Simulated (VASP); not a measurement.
A run of VASP 6.6.1 is set up as follows.

The input INCAR:

```
PREC = Accurate
ENCUT = 600
EDIFF = 1E-6
ISMEAR = 0
SIGMA = 0.1
LREAL = F
LASPH = T
NELM = 60
ALGO = Normal
ISIF = 3
LWAVE = F
LCHARG = F
GGA = PE
IBRION = 2
NSW = 100
EDIFFG = -0.01
```

Contents of KPOINTS:

```
Automatic mesh
0
Gamma
  10 10 4
```

POSCAR

```
ZrIn2Se3
1.0
    3.5161290294      0.0000000000      0.0000000000
    0.0000000000      3.5161290294      0.0000000000
    0.0000000000      0.0000000000     11.2456888450
Zr In Se
1 2 3
Direct
    0.5000000000      0.5000000000      0.0000000000
    0.5000000000      0.5000000000      0.3410834489
    0.5000000000      0.5000000000      0.6589165511
    0.0000000000      0.0000000000      0.8645926425
    0.0000000000      0.0000000000      0.1354073575
    0.0000000000      0.0000000000      0.5000000000
```

Potentials or basis: VASP PAW PBE potentials, release 64 (Zr_sv, In_d, Se).

Launch:

```sh
$ cat potpaw_PBE.64/Zr_sv/POTCAR potpaw_PBE.64/In_d/POTCAR potpaw_PBE.64/Se/POTCAR > POTCAR
$ mpirun -np 1 vasp_std > vasp.out
```

Predict the relaxed volume.

23.17 Å³/atom.

What does it give for the space group after relaxing (to 0.1 Å)?

P4/mmm (No. 123).

Forces in eV/Å, atoms in the order of the input:
```
Zr   0.000  0.000  0.000
In   0.000  0.000 -0.001
In   0.000  0.000  0.001
Se   0.000  0.000 -0.006
Se   0.000  0.000  0.006
Se   0.000  0.000  0.000
```
